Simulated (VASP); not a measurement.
# ZrSi7 (Amm2) in VASP: single point with PBE

Aim: the single point of ZrSi7 with PBE.

Program: VASP 6.6.1. These are calculated values, not measurements. Logs are shortened: lines on timing, memory, paths and dates and some standing lists are left out, and cuts for length are marked.

## Step 1: The cell of the first run

The structure is orthorhombic, space group Amm2 (No. 38). Conventional cell: a = 5.243 Å, b = 9.021 Å, c = 5.225 Å, α = 90.00°, β = 90.00°, γ = 90.00°. Within 3.5 Å of Zr (site symmetry mm2) lie 14 Si at 2.63 to 2.99 Å. Within 3.3 Å of Si (site symmetry 1) lie 8 Si at 2.53 to 3.07 Å and 2 Zr at 2.90 to 2.98 Å. Si (site symmetry m) has 8 Si at 2.53 to 3.16 Å and 2 Zr at 2.89 to 2.99 Å within 3.3 Å. Within 3.5 Å of Si (site symmetry mm2) lie 2 Zr at 2.63 Å and 12 Si at 2.66 to 3.16 Å.

## Step 2: Single point, PBE

INCAR reads:

```
ALGO = Normal
EDIFF = 1E-6
ENCUT = 520
GGA = PE
ISIF = 2
ISMEAR = 0
LASPH = True
LCHARG = True
LELF = True
LREAL = False
LVHAR = True
LWAVE = False
NBANDS = 30
NELM = 100
PREC = Accurate
SIGMA = 0.1
```

KPOINTS reads:

```
k-points
0
Gamma
  6 8 8
```

POSCAR reads:

```
ZrSi7
1.0
    5.2434660716      0.0000000000      0.0000000000
    0.0000000000      4.5106477082      2.6126762938
    0.0000000000     -4.5106477082      2.6126762938
Zr Si
1 7
Direct
    0.0000000000      0.9878411552      0.9878411552
    0.7423425278      0.0207255168      0.5137266977
    0.7423425278      0.5137266977      0.0207255168
    0.7446365973      0.4984627136      0.4984627136
    0.2576574722      0.0207255168      0.5137266977
    0.2576574722      0.5137266977      0.0207255168
    0.2553634027      0.4984627136      0.4984627136
    0.5000000000      0.9448329831      0.9448329831
```

Potentials or basis: VASP PAW PBE potentials, release 64 (Zr_sv, Si).

Run with:

```sh
$ cat potpaw_PBE.64/Zr_sv/POTCAR potpaw_PBE.64/Si/POTCAR > POTCAR
$ mpirun -np 1 vasp_std > vasp.out
```

OUTCAR:

```text
EDIFF = 1E-6
   ENCUT = 520
   GGA = PE
   ISIF = 2
   ISMEAR = 0
   LASPH = True
   LREAL = False
   NELM = 100
   PREC = Accurate

 ion  position               nearest neighbor table
   1  0.000  0.988  0.988-   8 2.63   8 2.63   4 2.89   7 2.89   6 2.90   3 2.90   2 2.90   5 2.90
                             3 2.98   6 2.98   2 2.98   5 2.98   4 2.99   7 2.99
   2  0.742  0.021  0.514-   4 2.53   5 2.54   3 2.61   3 2.61   4 2.68   5 2.70   8 2.78   1 2.90
                             1 2.98   8 3.07
   3  0.742  0.514  0.021-   4 2.53   6 2.54   2 2.61   2 2.61   4 2.68   6 2.70   8 2.78   1 2.90
                             1 2.98   8 3.07
   4  0.745  0.498  0.498-   2 2.53   3 2.53   7 2.57   8 2.66   7 2.68   2 2.68   3 2.68   1 2.89
                             1 2.99
   5  0.258  0.021  0.514-   7 2.53   2 2.54   6 2.61   6 2.61   7 2.68   2 2.70   8 2.78   1 2.90
                             1 2.98   8 3.07
   6  0.258  0.514  0.021-   7 2.53   3 2.54   5 2.61   5 2.61   7 2.68   3 2.70   8 2.78   1 2.90
                             1 2.98   8 3.07
   7  0.255  0.498  0.498-   5 2.53   6 2.53   4 2.57   8 2.66   4 2.68   6 2.68   5 2.68   1 2.89
                             1 2.99
   8  0.500  0.945  0.945-   1 2.63   1 2.63   7 2.66   4 2.66   5 2.78   6 2.78   3 2.78   2 2.78
                             3 3.07   6 3.07   2 3.07   5 3.07

  LATTYP: Found a base centered orthorhombic cell.
 ALAT       =     5.2253525876
 B/A-ratio  =     1.7264472139
 C/A-ratio  =     1.0034664616

  Lattice vectors:

 A1 = (   0.0000000000,   4.5106477082,   2.6126762938)
 A2 = (   0.0000000000,  -4.5106477082,   2.6126762938)
 A3 = (   5.2434660716,   0.0000000000,   0.0000000000)

Analysis of symmetry for initial positions (statically):
=====================================================================
 Subroutine PRICEL returns:
 Original cell was already a primitive cell.

 Routine SETGRP: Setting up the symmetry group for a
 base centered orthorhombic supercell.

 Subroutine GETGRP returns: Found  4 space group operations
 (whereof  4 operations were pure point group operations)
 out of a pool of  8 trial point group operations.

The static configuration has the point symmetry C_2v.

Analysis of symmetry for dynamics (positions and initial velocities):
=====================================================================
 Subroutine PRICEL returns:
 Original cell was already a primitive cell.

 Routine SETGRP: Setting up the symmetry group for a
 base centered orthorhombic supercell.

 Subroutine GETGRP returns: Found  4 space group operations
 (whereof  4 operations were pure point group operations)
 out of a pool of  8 trial point group operations.

The dynamic configuration has the point symmetry C_2v.

 Subroutine INISYM returns: Found  4 space group operations
 (whereof  4 operations are pure point group operations),
 and found     1 'primitive' translations

----------------------------------------------------------------------------------------

                                     Primitive cell

  volume of cell :     123.5871

  direct lattice vectors                    reciprocal lattice vectors
     5.243466072  0.000000000  0.000000000     0.190713545  0.000000000  0.000000000
     0.000000000  4.510647708  2.612676294     0.000000000  0.110848825  0.191374646
     0.000000000 -4.510647708  2.612676294     0.000000000 -0.110848825  0.191374646

  length of vectors
     5.243466072  5.212678790  5.212678790     0.190713545  0.221159936  0.221159936

  position of ions in fractional coordinates (direct lattice)
     0.000000000  0.987841155  0.987841155
     0.742342528  0.020725517  0.513726698
     0.742342528  0.513726698  0.020725517
     0.744636597  0.498462714  0.498462714
     0.257657472  0.020725517  0.513726698
     0.257657472  0.513726698  0.020725517
     0.255363403  0.498462714  0.498462714
     0.500000000  0.944832983  0.944832983

  ion indices of the primitive-cell ions
   primitive index   ion index
                 1           1
                 2           2
                 3           3
                 4           4
                 5           5
                 6           6
                 7           7
                 8           8

----------------------------------------------------------------------------------------

 KPOINTS: k-points

Automatic generation of k-mesh.
 Grid dimensions read from file:
 generate k-points for:    6    8    8

 Generating k-lattice:

  Cartesian coordinates                     Fractional coordinates (reciprocal lattice)
     0.031785591  0.000000000  0.000000000     0.166666667  0.000000000  0.000000000
     0.000000000  0.013856103  0.023921831     0.000000000  0.125000000  0.000000000
     0.000000000 -0.013856103  0.023921831     0.000000000  0.000000000  0.125000000

  Length of vectors
     0.031785591  0.027644992  0.027644992

  Shift w.r.t. Gamma in fractional coordinates (k-lattice)
     0.000000000  0.000000000  0.000000000

 Subroutine IBZKPT returns following result:
 ===========================================

 Found     84 irreducible k-points:

 Following reciprocal coordinates:
            Coordinates               Weight
  0.000000  0.000000  0.000000      1.000000
  0.166667  0.000000  0.000000      2.000000
  0.333333  0.000000  0.000000      2.000000
  0.500000  0.000000  0.000000      1.000000
  0.000000  0.125000  0.000000      4.000000
  0.166667  0.125000  0.000000      8.000000
[... 16 lines left out ...]
  0.333333  0.125000  0.125000      4.000000
  0.500000  0.125000  0.125000      2.000000
 [... further k-points ...]
   k-points           NKPTS =     84   k-points in BZ     NKDIM =     84   number of bands    NBANDS=     30
   number of dos      NEDOS =    301   number of ions     NIONS =      8
   total plane-waves  NPLWV =  64000
   dimension x,y,z NGX =    40 NGY =   40 NGZ =   40
   dimension x,y,z NGXF=    80 NGYF=   80 NGZF=   80
   ions per type =               1   7
   NGX,Y,Z   is equivalent  to a cutoff of  12.68, 12.76, 12.76 a.u.
   NGXF,Y,Z  is equivalent  to a cutoff of  25.36, 25.51, 25.51 a.u.
 SYSTEM =  unknown system
   PREC   = accura    normal or accurate (medium, high low for compatibility)
   ISTART =      0    job   : 0-new  1-cont  2-samecut
   ICHARG =      2    charge: 1-file 2-atom 10-const
   ISPIN  =      1    spin polarized calculation?
   LNONCOLLINEAR =      F non collinear calculations
   LSORBIT =      F    spin-orbit coupling
   LASPH  =      T    aspherical Exc in radial PAW
   ENCUT  =  520.0 eV  38.22 Ry    6.18 a.u.   9.75  9.69  9.69*2*pi/ulx,y,z
   NELM   =    100;   NELMIN=  2; NELMDL= -5     # of ELM steps
   EDIFF  = 0.1E-05   stopping-criterion for ELM
   LREAL  =      F    real-space projection
   EDIFFG = 0.1E-04   stopping-criterion for IOM
   NSW    =      0    number of steps for IOM
   IBRION =     -1    ionic relax: 0-MD 1-quasi-New 2-CG
   NFREE  =      0    steps in history (QN), initial steepest desc. (CG)
   ISIF   =      2    stress and relaxation
   ISYM   =      2    0-nonsym 1-usesym 2-fastsym
   POTIM  = 0.5000    time-step for ionic-motion
   TEBEG  =    0.0;   TEEND  =   0.0 temperature during run
   PSTRESS=    0.0 pullay stress
   NELECT =      40.0000    total number of electrons
   NUPDOWN=      -1.0000    fix difference up-down
   EMIN   =  10.00;   EMAX   =-10.00  energy-range for DOS
   EFERMI =   0.00;   METHOD = LEGACY
   ISMEAR =     0;   SIGMA  =   0.10  broadening in eV -4-tet -1-fermi 0-gaus
   EFERMI_NEDOS =   21; number of points for ismear=-14 and -15
   IALGO  =     38    algorithm
   IMIX   =      4    mixing-type and parameters
     AMIX     =   0.40;   BMIX     =  1.00
     AMIX_MAG =   1.60;   BMIX_MAG =  1.00
  volume/ion in A,a.u.               =      15.45       104.25
  Fermi-wavevector in a.u.,A,eV,Ry     =   1.124011  2.124073 17.189606  1.263400
  Thomas-Fermi vector in A             =   2.260680
   LORBIT       =      0    0 simple, 1 ext, 2 COOP (PROOUT), +10 PAW based schemes
   GGA     = PE    functional components
   LHFCALC =     F    Hartree Fock is set to
   AEXX    =    0.0000 exact exchange contribution
   IVDW    =     0    specifies the selected vdW correction
   LEPSILON=     F    determine dielectric tensor
   LRPA    =     F    only Hartree local field effects (RPA)
 non-spin polarized calculation
 Gauss-broadening in eV      SIGMA  =   0.10
  energy-cutoff  :      520.00
  volume of cell :      123.59
 maximum number of plane-waves:      3359
 NGX is ok and might be reduce to    40
   NGX = 19   NGY = 19   NGZ = 19

 number of electron      40.0000001 magnetization

 Free energy of the ion-electron system (eV)
  ---------------------------------------------------
  ext. energy  EPLUGINS =         0.00000000
  ---------------------------------------------------
  free energy    TOTEN  =       -46.14428208 eV

  energy without entropy =      -46.13116443  energy(sigma->0) =      -46.13772325

 E-fermi :  10.0772     XC(G=0): -11.1734

 val. band max:       10.0697536385   @ k =   0.3333   0.5000   0.2500
 cond. band min:      10.1002635755   @ k =   0.3333   0.5000   0.1250
 fundamental gap:      0.0305099370
 Fermi energy:        10.0771866339

 k-point     1 :       0.0000    0.0000    0.0000
  band No.  band energies     occupation
      1     -38.8909      2.00000
      2     -17.0623      2.00000
      3     -17.0286      2.00000
      4     -17.0232      2.00000
      5      -3.5752      2.00000
      6       0.9969      2.00000
[... 22 lines left out ...]
     29      14.7201      0.00000
     30      14.7650      0.00000

 k-point     2 :       0.1667    0.0000    0.0000
  band No.  band energies     occupation
      1     -38.8909      2.00000
      2     -17.0648      2.00000
      3     -17.0285      2.00000
      4     -17.0231      2.00000
      5      -3.4288      2.00000
      6       0.0395      2.00000
[... 22 lines left out ...]
     29      14.6719      0.00000
     30      14.6844      0.00000

 k-point     3 :       0.3333    0.0000    0.0000
  band No.  band energies     occupation
      1     -38.8908      2.00000
      2     -17.0699      2.00000
      3     -17.0283      2.00000
      4     -17.0229      2.00000
      5      -3.0134      2.00000
      6      -1.0915      2.00000
[... 682 lines left out ...]
     29      14.1306      0.00000
     30      14.6604      0.00000

 k-point    24 :       0.5000    0.1250    0.1250
  band No.  band energies     occupation
      1     -38.8907      2.00000
      2     -17.0717      2.00000
      3     -17.0319      2.00000
      4     -17.0240      2.00000
      5      -2.3054      2.00000
      6      -1.4210      2.00000
[... 22 lines left out ...]
     29      13.8450      0.00000
     30      14.0899      0.00000

 [... further k-points ...]
[... 5 lines left out ...]
  --------------------------------------------------------------------------------------
  -------------------------------------------------------------------------------------
  Total        0.0005821     -0.0268579     -0.0023388      0.0000000      0.0000000      0.0000000
  in kB        0.0075468     -0.3481851     -0.0303207      0.0000000      0.0000000      0.0000000
  external PRESSURE =      -0.1236530 kB  Pullay stress =       0.0000000 kB

 VOLUME and BASIS-vectors are now :
 -----------------------------------------------------------------------------
  energy-cutoff  :      520.00
  volume of cell :      123.59
      direct lattice vectors                 reciprocal lattice vectors
     5.243466072  0.000000000  0.000000000     0.190713545  0.000000000  0.000000000
     0.000000000  4.510647708  2.612676294     0.000000000  0.110848825  0.191374646
     0.000000000 -4.510647708  2.612676294     0.000000000 -0.110848825  0.191374646

 POSITION                                       TOTAL-FORCE (eV/Angst)
 -----------------------------------------------------------------------------------
      0.00000      0.00000      5.16182        -0.000000     -0.000000     -0.004779
      3.89245     -2.22375      1.39635        -0.002715      0.000340      0.001581
      3.89245      2.22375      1.39635        -0.002715     -0.000340      0.001581
      3.90448      0.00000      2.60464        -0.003474     -0.000000      0.001748
      1.35102     -2.22375      1.39635         0.002715      0.000340      0.001581
      1.35102      2.22375      1.39635         0.002715     -0.000340      0.001581
      1.33899      0.00000      2.60464         0.003474     -0.000000      0.001748
      2.62173      0.00000      4.93709        -0.000000     -0.000000     -0.005040
 -----------------------------------------------------------------------------------
    total drift:                               -0.000000      0.000000     -0.000099

  FREE ENERGIE OF THE ION-ELECTRON SYSTEM (eV)
  ---------------------------------------------------
  free  energy   TOTEN  =       -46.1442820796 eV

  energy  without entropy=      -46.1311644268  energy(sigma->0) =      -46.13772325
```

Wall time 4.6 min (1 thread of Intel Xeon Platinum 8488C (Sapphire Rapids), shared host); peak memory 0.41 GiB.

What came out:

```
Free energy            : -46.1443 eV
Pressure               : 0.0 GPa
Largest force          : 0.005 eV/Å
Band gap on the k mesh : zero (bands 20 and 21 overlap by 1.83 eV)
```

Forces in eV/Å, atoms in the order of the input:
```
Zr   0.000  0.000 -0.005
Si  -0.003  0.000  0.002
Si  -0.003  0.000  0.002
Si  -0.003  0.000  0.002
Si   0.003  0.000  0.002
Si   0.003  0.000  0.002
Si   0.003  0.000  0.002
Si   0.000  0.000 -0.005
```
